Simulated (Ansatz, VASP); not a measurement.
# Si2C: VASP beside Ansatz

```
Si C
1.0
     2.75177    0.00000    0.00000
    -1.37588    2.38310    0.00000
     0.00000    0.00000   10.84816
Si C
4 2
Direct
  0.33333 0.66667 0.62100
  0.66667 0.33333 0.12100
  0.33333 0.66667 0.87900
  0.66667 0.33333 0.37900
  0.33333 0.66667 0.25000
  0.66667 0.33333 0.75000
```

Change from the starting cell: species swapped into the WSe2 type (P6_3/mmc, No. 194).

Alike in both runs: task relaxation of cell and atoms; functional PBE; k mesh 6 × 6 × 2; occupations gaussian, width 0.1 eV; no spin polarisation.

|  | VASP | Ansatz |
| --- | --- | --- |
| version | VASP 6.6.1 | Ansatz 0.2.0 |
| potentials or method | VASP PAW PBE potentials, release 64 (Si, C), cutoff 600 eV | scalar-relativistic, plane waves, PAW |
| valence electrons in the cell | 24 | 24 |

```tsv
	VASP	Ansatz	Ansatz less VASP
gap on the k mesh at the Fermi level, each at its own relaxed structure (eV)	none	none	-
relaxed volume (Å³/atom)	10.93	10.93	-0.003
relaxed cell length with the largest relative difference (Å)	8.811	8.817	+0.0056
```

A gap of «none» marks a metal or a gap that the smearing closes.

The k mesh is coarse, so the values compare programs but aren't converged.
